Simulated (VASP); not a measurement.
# ZnRe2 (Fm-3m) in VASP: further runs

The runs below take ZnRe2 through single point, relaxation of cell and atoms, with PBE.

Everything below comes from runs of VASP 6.6.1. Logs are shortened: lines on timing, memory, paths and dates and some standing lists are left out, and cuts for length are marked.

## (1) The cell of the first run

It takes space group Fm-3m (No. 225, cubic). Conventional cell: a = 5.791 Å, b = 5.791 Å, c = 5.791 Å, α = 90.00°, β = 90.00°, γ = 90.00°. Zn (site symmetry m-3m) has 8 Re at 2.51 Å within 3.3 Å. Within 3.3 Å of Re (site symmetry -43m) lie 4 Zn at 2.51 Å and 6 Re at 2.90 Å.

## (2) Single point, PBE

INCAR reads:

```
PREC     = Accurate       # precision mode
ENCUT    = 520            # plane-wave cutoff, eV
EDIFF    = 1E-6           # SCF threshold, eV
ISMEAR   = 0              # smearing method
SIGMA    = 0.1            # smearing width, eV
LREAL    = False          # projectors in reciprocal space
LASPH    = True           # aspherical terms in the spheres
NELM     = 100            # most SCF steps
ALGO     = Normal         # electronic algorithm
ISIF     = 2              # what is computed and relaxed
LWAVE    = False          # write WAVECAR
LCHARG   = False          # write CHGCAR
GGA      = PE             # functional
NBANDS   = 20             # bands
```

KPOINTS reads:

```
Automatic mesh
0
Gamma
  14 14 14
```

POSCAR reads:

```
ZnRe2
1.0
    0.0000000000      2.8955587411      2.8955587411
    2.8955587411      0.0000000000      2.8955587411
    2.8955587411      2.8955587411      0.0000000000
Zn Re
1 2
Direct
    0.0000000000      0.0000000000      0.0000000000
    0.7500000000      0.7500000000      0.7500000000
    0.2500000000      0.2500000000      0.2500000000
```

Potentials or basis: VASP PAW PBE potentials, release 64 (Zn, Re).

Command:

```bash
$ cat potpaw_PBE.64/Zn/POTCAR potpaw_PBE.64/Re/POTCAR > POTCAR
$ mpirun -np 1 vasp_std > vasp.out
```

OUTCAR:

```text
PREC = Accurate
   ENCUT = 520
   EDIFF = 1E-6
   ISMEAR = 0
   LREAL = False
   LASPH = True
   NELM = 100
   ISIF = 2
   GGA = PE

 ion  position               nearest neighbor table
   1  0.000  0.000  0.000-   2 2.51   2 2.51   2 2.51   3 2.51   3 2.51   3 2.51   3 2.51   2 2.51

   2  0.750  0.750  0.750-   1 2.51   1 2.51   1 2.51   1 2.51   3 2.90   3 2.90   3 2.90   3 2.90
                             3 2.90   3 2.90
   3  0.250  0.250  0.250-   1 2.51   1 2.51   1 2.51   1 2.51   2 2.90   2 2.90   2 2.90   2 2.90
                             2 2.90   2 2.90

  LATTYP: Found a face centered cubic cell.
 ALAT       =     5.7911174822

  Lattice vectors:

 A1 = (   0.0000000000,   2.8955587411,   2.8955587411)
 A2 = (   2.8955587411,   0.0000000000,   2.8955587411)
 A3 = (   2.8955587411,   2.8955587411,   0.0000000000)

Analysis of symmetry for initial positions (statically):
[... 5 lines left out ...]
 face centered cubic supercell.

 Subroutine GETGRP returns: Found 48 space group operations
 (whereof 48 operations were pure point group operations)
 out of a pool of 48 trial point group operations.

The static configuration has the point symmetry O_h .

Analysis of symmetry for dynamics (positions and initial velocities):
[... 5 lines left out ...]
 face centered cubic supercell.

 Subroutine GETGRP returns: Found 48 space group operations
 (whereof 48 operations were pure point group operations)
 out of a pool of 48 trial point group operations.

The dynamic configuration has the point symmetry O_h .

 Subroutine INISYM returns: Found 48 space group operations
 (whereof 48 operations are pure point group operations),
 and found     1 'primitive' translations

----------------------------------------------------------------------------------------

                                     Primitive cell

  volume of cell :      48.5542

  direct lattice vectors                    reciprocal lattice vectors
     0.000000000  2.895558741  2.895558741    -0.172678244  0.172678244  0.172678244
     2.895558741  0.000000000  2.895558741     0.172678244 -0.172678244  0.172678244
     2.895558741  2.895558741  0.000000000     0.172678244  0.172678244 -0.172678244

  length of vectors
     4.094938442  4.094938442  4.094938442     0.299087493  0.299087493  0.299087493

  position of ions in fractional coordinates (direct lattice)
     0.000000000  0.000000000  0.000000000
     0.750000000  0.750000000  0.750000000
     0.250000000  0.250000000  0.250000000

  ion indices of the primitive-cell ions
   primitive index   ion index
                 1           1
                 2           2
                 3           3

----------------------------------------------------------------------------------------

 KPOINTS: Automatic mesh

Automatic generation of k-mesh.
 Grid dimensions read from file:
 generate k-points for:   14   14   14

 Generating k-lattice:

  Cartesian coordinates                     Fractional coordinates (reciprocal lattice)
    -0.012334160  0.012334160  0.012334160     0.071428571  0.000000000  0.000000000
     0.012334160 -0.012334160  0.012334160     0.000000000  0.071428571  0.000000000
     0.012334160  0.012334160 -0.012334160     0.000000000  0.000000000  0.071428571

  Length of vectors
     0.021363392  0.021363392  0.021363392

  Shift w.r.t. Gamma in fractional coordinates (k-lattice)
     0.000000000  0.000000000  0.000000000

 Subroutine IBZKPT returns following result:
 ===========================================

 Found    104 irreducible k-points:

 Following reciprocal coordinates:
            Coordinates               Weight
  0.000000  0.000000  0.000000      1.000000
  0.071429  0.000000  0.000000      8.000000
  0.142857  0.000000  0.000000      8.000000
  0.214286  0.000000  0.000000      8.000000
  0.285714  0.000000  0.000000      8.000000
  0.357143  0.000000  0.000000      8.000000
[... 16 lines left out ...]
  0.214286  0.142857  0.000000     24.000000
  0.285714  0.142857  0.000000     24.000000
 [... further k-points ...]
   k-points           NKPTS =    104   k-points in BZ     NKDIM =    104   number of bands    NBANDS=     20
   number of dos      NEDOS =    301   number of ions     NIONS =      3
   total plane-waves  NPLWV =  27000
   dimension x,y,z NGX =    30 NGY =   30 NGZ =   30
   dimension x,y,z NGXF=    60 NGYF=   60 NGZF=   60
   ions per type =               1   2
   NGX,Y,Z   is equivalent  to a cutoff of  12.18, 12.18, 12.18 a.u.
   NGXF,Y,Z  is equivalent  to a cutoff of  24.36, 24.36, 24.36 a.u.
 SYSTEM =  unknown system
   PREC   = accura    normal or accurate (medium, high low for compatibility)
   ISTART =      0    job   : 0-new  1-cont  2-samecut
   ICHARG =      2    charge: 1-file 2-atom 10-const
   ISPIN  =      1    spin polarized calculation?
   LNONCOLLINEAR =      F non collinear calculations
   LSORBIT =      F    spin-orbit coupling
   LASPH  =      T    aspherical Exc in radial PAW
   ENCUT  =  520.0 eV  38.22 Ry    6.18 a.u.   7.61  7.61  7.61*2*pi/ulx,y,z
   NELM   =    100;   NELMIN=  2; NELMDL= -5     # of ELM steps
   EDIFF  = 0.1E-05   stopping-criterion for ELM
   LREAL  =      F    real-space projection
   EDIFFG = 0.1E-04   stopping-criterion for IOM
   NSW    =      0    number of steps for IOM
   IBRION =     -1    ionic relax: 0-MD 1-quasi-New 2-CG
   NFREE  =      0    steps in history (QN), initial steepest desc. (CG)
   ISIF   =      2    stress and relaxation
   ISYM   =      2    0-nonsym 1-usesym 2-fastsym
   POTIM  = 0.5000    time-step for ionic-motion
   TEBEG  =    0.0;   TEEND  =   0.0 temperature during run
   PSTRESS=    0.0 pullay stress
   NELECT =      26.0000    total number of electrons
   NUPDOWN=      -1.0000    fix difference up-down
   EMIN   =  10.00;   EMAX   =-10.00  energy-range for DOS
   EFERMI =   0.00;   METHOD = LEGACY
   ISMEAR =     0;   SIGMA  =   0.10  broadening in eV -4-tet -1-fermi 0-gaus
   EFERMI_NEDOS =   21; number of points for ismear=-14 and -15
   IALGO  =     38    algorithm
   IMIX   =      4    mixing-type and parameters
     AMIX     =   0.40;   BMIX     =  1.00
     AMIX_MAG =   1.60;   BMIX_MAG =  1.00
  volume/ion in A,a.u.               =      16.18       109.22
  Fermi-wavevector in a.u.,A,eV,Ry     =   1.329404  2.512209 24.045772  1.767314
  Thomas-Fermi vector in A             =   2.458569
   LORBIT       =      0    0 simple, 1 ext, 2 COOP (PROOUT), +10 PAW based schemes
   GGA     = PE    functional components
   LHFCALC =     F    Hartree Fock is set to
   AEXX    =    0.0000 exact exchange contribution
   IVDW    =     0    specifies the selected vdW correction
   LEPSILON=     F    determine dielectric tensor
   LRPA    =     F    only Hartree local field effects (RPA)
 non-spin polarized calculation
 Gauss-broadening in eV      SIGMA  =   0.10
  energy-cutoff  :      520.00
  volume of cell :       48.55
 maximum number of plane-waves:      1326
   NGX = 15   NGY = 15   NGZ = 15

 number of electron      26.0000001 magnetization

 Free energy of the ion-electron system (eV)
  ---------------------------------------------------
  ext. energy  EPLUGINS =         0.00000000
  ---------------------------------------------------
  free energy    TOTEN  =       -22.05680919 eV

  energy without entropy =      -22.03319013  energy(sigma->0) =      -22.04499966

 E-fermi :   5.3152     XC(G=0): -12.4615

 val. band max:        5.3150151092   @ k =  -0.4286   0.3571   0.0000
 cond. band min:       5.3177978055   @ k =   0.5000   0.2857   0.1429
 fundamental gap:      0.0027826963
 Fermi energy:         5.3151874594

 k-point     1 :       0.0000    0.0000    0.0000
  band No.  band energies     occupation
      1      -4.3081      2.00000
      2      -2.5682      2.00000
      3      -2.5682      2.00000
      4      -2.4356      2.00000
      5      -2.4356      2.00000
      6      -2.4356      2.00000
[... 12 lines left out ...]
     19      12.6528      0.00000
     20      12.6528      0.00000

 k-point     2 :       0.0714    0.0000    0.0000
  band No.  band energies     occupation
      1      -4.2216      2.00000
      2      -2.5581      2.00000
      3      -2.5581      2.00000
      4      -2.4460      2.00000
      5      -2.4397      2.00000
      6      -2.4397      2.00000
[... 12 lines left out ...]
     19      12.8766      0.00000
     20      12.8767      0.00000

 k-point     3 :       0.1429    0.0000    0.0000
  band No.  band energies     occupation
      1      -3.9676      2.00000
      2      -2.5297      2.00000
      3      -2.5297      2.00000
      4      -2.4716      2.00000
      5      -2.4512      2.00000
      6      -2.4512      2.00000
[... 12 lines left out ...]
     19      13.3484      0.00000
     20      13.3484      0.00000

 k-point     4 :       0.2143    0.0000    0.0000
  band No.  band energies     occupation
      1      -3.5659      2.00000
      2      -2.4957      2.00000
      3      -2.4891      2.00000
      4      -2.4890      2.00000
      5      -2.4677      2.00000
      6      -2.4677      2.00000
[... 12 lines left out ...]
     19      13.7510      0.00000
     20      13.7550      0.00000

 k-point     5 :       0.2857    0.0000    0.0000
  band No.  band energies     occupation
      1      -3.0754      2.00000
      2      -2.4857      2.00000
      3      -2.4857      2.00000
      4      -2.4767      2.00000
      5      -2.4443      2.00000
      6      -2.4443      2.00000
[... 12 lines left out ...]
     19      13.9582      0.00000
     20      13.9597      0.00000
[... 353 lines left out ...]
      6      -2.4446      2.00000
[... 12 lines left out ...]
     19      12.0973      0.00000
     20      13.7237      0.00000

 k-point    22 :       0.1429    0.1429    0.0000
  band No.  band energies     occupation
      1      -3.8613      2.00000
      2      -2.5356      2.00000
      3      -2.5026      2.00000
      4      -2.4802      2.00000
      5      -2.4604      2.00000
      6      -2.4604      2.00000
[... 12 lines left out ...]
     19      11.8655      0.00000
     20      13.0083      0.00000

 k-point    23 :       0.2143    0.1429    0.0000
  band No.  band energies     occupation
      1      -3.5722      2.00000
      2      -2.5169      2.00000
      3      -2.5087      2.00000
      4      -2.4727      2.00000
      5      -2.4694      2.00000
      6      -2.4656      2.00000
[... 12 lines left out ...]
     19      12.1813      0.00000
     20      12.6957      0.00000

 k-point    24 :       0.2857    0.1429    0.0000
  band No.  band energies     occupation
      1      -3.1623      2.00000
      2      -2.5396      2.00000
      3      -2.4967      2.00000
      4      -2.4870      2.00000
      5      -2.4561      2.00000
      6      -2.4222      2.00000
[... 12 lines left out ...]
     19      12.0414      0.00000
     20      13.1997      0.00000

 [... further k-points ...]
[... 5 lines left out ...]
  --------------------------------------------------------------------------------------
  -------------------------------------------------------------------------------------
  Total        0.0903236      0.0903236      0.0903236      0.0000000      0.0000000      0.0000000
  in kB        2.9804700      2.9804700      2.9804700      0.0000000      0.0000000      0.0000000
  external PRESSURE =       2.9804700 kB  Pullay stress =       0.0000000 kB

 VOLUME and BASIS-vectors are now :
 -----------------------------------------------------------------------------
  energy-cutoff  :      520.00
  volume of cell :       48.55
      direct lattice vectors                 reciprocal lattice vectors
     0.000000000  2.895558741  2.895558741    -0.172678244  0.172678244  0.172678244
     2.895558741  0.000000000  2.895558741     0.172678244 -0.172678244  0.172678244
     2.895558741  2.895558741  0.000000000     0.172678244  0.172678244 -0.172678244

 POSITION                                       TOTAL-FORCE (eV/Angst)
 -----------------------------------------------------------------------------------
      0.00000      0.00000      0.00000        -0.000000     -0.000000      0.000000
      4.34334      4.34334      4.34334         0.000000      0.000000      0.000000
      1.44778      1.44778      1.44778        -0.000000     -0.000000     -0.000000
 -----------------------------------------------------------------------------------
    total drift:                                0.000000     -0.000000     -0.000000

  FREE ENERGIE OF THE ION-ELECTRON SYSTEM (eV)
  ---------------------------------------------------
  free  energy   TOTEN  =       -22.0568091891 eV

  energy  without entropy=      -22.0331901286  energy(sigma->0) =      -22.04499966
```

Wall time 46 s (1 thread of Intel Xeon 6975P-C (Granite Rapids), shared host); peak memory 0.24 GiB.

What came out:

```
Free energy            : -22.0568 eV
Pressure               : 0.3 GPa
Band gap on the k mesh : zero (band 13 reaches 7.09 eV, above the bottom of band 14 at 4.57 eV)
```

Caveat: spin-orbit coupling is left out, which moves the levels of the heavy elements.

## (3) Relaxation of cell and atoms, PBE

INCAR reads:

```
  PREC = Accurate
  ENCUT = 600
  EDIFF = 1E-7
  ISMEAR = 0
  SIGMA = 0.1
  LREAL = False
  LASPH = True
  NELM = 100
  ALGO = Normal
  ISIF = 3
  LWAVE = False
  LCHARG = False
  GGA = PE
  IBRION = 2
  NSW = 100
  EDIFFG = -0.01
```

KPOINTS is that of step 2.

POSCAR reads:

```
ZnRe2
1.0
    0.0000000000      2.8966192343      2.8966192343
    2.8966192343      0.0000000000      2.8966192343
    2.8966192343      2.8966192343      0.0000000000
Zn Re
1 2
Direct
    0.0000000000      0.0000000000      0.0000000000
    0.7500000000      0.7500000000      0.7500000000
    0.2500000000      0.2500000000      0.2500000000
```

Potentials or basis: VASP PAW PBE potentials, release 64 (Zn, Re).

Command:

```bash
$ cat potpaw_PBE.64/Zn/POTCAR potpaw_PBE.64/Re/POTCAR > POTCAR
$ mpirun -np 1 vasp_std > vasp.out
```

Wall time 2 min (1 thread of Intel Xeon 6975P-C (Granite Rapids), shared host); peak memory 0.28 GiB.

The run converged. Its results:

```
Free energy                            : -22.0582 eV
Relaxed volume                         : 16.21 Å³/atom
Relaxed cell                           : a = 4.097 Å, b = 4.097 Å, c = 4.097 Å, α = 60.00°, β = 60.00°, γ = 60.00°
Space group after relaxing (to 0.05 Å) : Fm-3m (No. 225)
Energy gained by relaxing              : 0.0 meV/atom
Ionic steps                            : 3
Pressure after relaxing                : 0.0 GPa
Band gap on the k mesh                 : zero (band 13 reaches 7.07 eV, above the bottom of band 14 at 4.55 eV)
```

Final structure:
```
Zn Re
1.0
     0.00000    2.89699    2.89699
     2.89699    0.00000    2.89699
     2.89699    2.89699    0.00000
Zn Re
1 2
Cartesian
  0.0000 0.0000 0.0000
  4.3455 4.3455 4.3455
  1.4485 1.4485 1.4485
```

Levels at points of the mesh, in eV from the Fermi level:
| k point | band 11 | band 12 | band 13 | band 14 | band 15 | band 16 |
| --- | --- | --- | --- | --- | --- | --- |
| (0.00, 0.00, 0.00) | -3.32 | 1.77 | 1.77 | 1.77 | 3.52 | 3.52 |
| (0.50, 0.00, 0.00) | -1.51 | -0.77 | -0.77 | -0.75 | -0.25 | -0.25 |
| (0.50, 0.50, 0.00) | -1.19 | -1.19 | 0.25 | 0.25 | 1.31 | 1.31 |

Caveat: spin-orbit coupling is left out, which moves the levels of the heavy elements.

## (4) Single point, PBE, collinear spin, ferromagnetic start

INCAR reads:

```
SYSTEM = ZnRe2
  ALGO = Normal
  EDIFF = 1E-7
  ENCUT = 520
  GGA = PE
  ISIF = 2
  ISMEAR = 0
  ISPIN = 2
  LASPH = .TRUE.
  LCHARG = .FALSE.
  LMAXMIX = 4
  LORBIT = 11
  LREAL = .FALSE.
  LWAVE = .FALSE.
  MAGMOM = 0 1 1
  NBANDS = 24
  NELM = 150
  PREC = Accurate
  SIGMA = 0.1
```

KPOINTS reads:

```
k-points
0
G
  6 6 6
  0 0 0
```

POSCAR is that of step 3.

Command:

```bash
$ cat potpaw_PBE.64/Zn/POTCAR potpaw_PBE.64/Re/POTCAR > POTCAR
$ mpirun -np 1 vasp_std > vasp.out
```

Run time: 29 s. Hardware: 1 thread of Intel Xeon 6975P-C (Granite Rapids), shared host; peak memory 0.2 GiB.

Results (log left out):

```yaml
Free_energy: -22.0686 eV
Pressure: 0.3 GPa
Net_moment: 0.58 μB per cell
Site_moments: Zn +0.01; Re +0.27 μB
Valence_electrons_inside_the_program's_atomic_spheres: Zn 11.31; Re 5.76
```

Levels at points of the mesh, in eV from the Fermi level:
Spin up:
```csv
k point,band 11,band 12,band 13,band 14,band 15,band 16
"(0.00, 0.00, 0.00)",-3.35,1.65,1.65,1.65,3.46,3.46
"(0.50, 0.00, 0.00)",-1.57,-0.84,-0.84,-0.84,-0.33,-0.33
"(0.50, 0.50, 0.00)",-1.28,-1.28,0.14,0.14,1.28,1.28
```
Spin down:
| k point | band 9 | band 10 | band 11 | band 12 | band 13 | band 14 | band 15 | band 16 | band 17 | band 18 |
| --- | --- | --- | --- | --- | --- | --- | --- | --- | --- | --- |
| (0.00, 0.00, 0.00) | -4.22 | -3.26 | -3.26 | 1.90 | 1.90 | 1.90 | 3.59 | 3.59 | 5.82 | 7.38 |
| (0.50, 0.00, 0.00) | -2.76 | -1.44 | -1.44 | -0.68 | -0.68 | -0.64 | -0.14 | -0.14 | 0.28 | 8.82 |
| (0.50, 0.50, 0.00) | -2.63 | -2.04 | -1.09 | -1.09 | 0.37 | 0.37 | 1.37 | 1.37 | 1.92 | 3.43 |

Caveat: spin-orbit coupling is left out, which moves the levels of the heavy elements.

## (5) Single point, PBE

This run uses another cell than the first one, of 15.87 Å³/atom, 0.980 times its volume.

INCAR reads:

```
SYSTEM = ZnRe2
PREC     = Accurate       ! precision mode
ENCUT    = 520            ! plane-wave cutoff, eV
EDIFF    = 1E-6           ! SCF threshold, eV
ISMEAR   = 0              ! smearing method
SIGMA    = 0.1            ! smearing width, eV
LREAL    = .False.        ! projectors in reciprocal space
LASPH    = .True.         ! aspherical terms in the spheres
NELM     = 100            ! most SCF steps
ALGO     = Normal         ! electronic algorithm
ISIF     = 2              ! what is computed and relaxed
LWAVE    = .False.        ! write WAVECAR
LCHARG   = .False.        ! write CHGCAR
GGA      = PE             ! functional
NBANDS   = 20             ! bands
```

KPOINTS reads:

```
regular mesh
0
Gamma
  6 6 6
  0 0 0
```

POSCAR reads:

```
ZnRe2
1.0
    0.0000000000      2.8766070000      2.8766070000
    2.8766070000      0.0000000000      2.8766070000
    2.8766070000      2.8766070000      0.0000000000
Zn Re
1 2
Direct
    0.0000000000      0.0000000000      0.0000000000
    0.7500000000      0.7500000000      0.7500000000
    0.2500000000      0.2500000000      0.2500000000
```

Command:

```bash
$ cat potpaw_PBE.64/Zn/POTCAR potpaw_PBE.64/Re/POTCAR > POTCAR
$ mpirun -np 1 vasp_std > vasp.out
```

It took 9.4 s on 1 thread of Intel Xeon 6975P-C (Granite Rapids), shared host; peak memory 0.17 GiB.

Results (log left out):

```
Free energy            : -22.0508 eV
Pressure               : 4.9 GPa
Band gap on the k mesh : zero (band 13 reaches 7.34 eV, above the bottom of band 14 at 4.74 eV)
```

Levels at points of the mesh, in eV from the Fermi level:
```
           k point  band 9  band 10  band 11  band 12  band 13  band 14  band 15  band 16  band 17  band 18
(0.00, 0.00, 0.00)   -4.44    -3.40    -3.40     1.82     1.82     1.82     3.63     3.63     5.82     7.47
(0.50, 0.00, 0.00)   -2.91    -1.55    -1.55    -0.80    -0.80    -0.77    -0.26    -0.26     0.20     8.94
(0.50, 0.50, 0.00)   -2.74    -2.16    -1.23    -1.23     0.26     0.26     1.32     1.32     1.84     3.47
```

Caveat: spin-orbit coupling is left out, which moves the levels of the heavy elements.

## (6) Overview

| task | spin | cell | k mesh | cutoff (eV) | gap on the mesh (eV) | pressure (GPa) |
| --- | --- | --- | --- | --- | --- | --- |
| single point | off | a = 4.095 Å, angles 60.0°, 3 atoms | 14 × 14 × 14 | 520 | none | 0.3 |
| relaxation of cell and atoms | off | relaxed from a = 4.096 Å, angles 60.0°, 3 atoms | 14 × 14 × 14 | 600 | none | 0.0 |
| single point | collinear, ferromagnetic start | a = 4.096 Å, angles 60.0°, 3 atoms | 6 × 6 × 6 | 520 | none | 0.3 |
| single point | off | a = 4.068 Å, angles 60.0°, 3 atoms | 6 × 6 × 6 | 520 | none | 4.9 |

Alike in all rows: level PBE; potentials or basis VASP PAW PBE potentials, release 64 (Zn, Re); smearing gaussian 0.1 eV.

Caveats: spin-orbit coupling is left out, which moves the levels of the heavy elements.

Absolute energies hang on the potentials; compare differences alone.
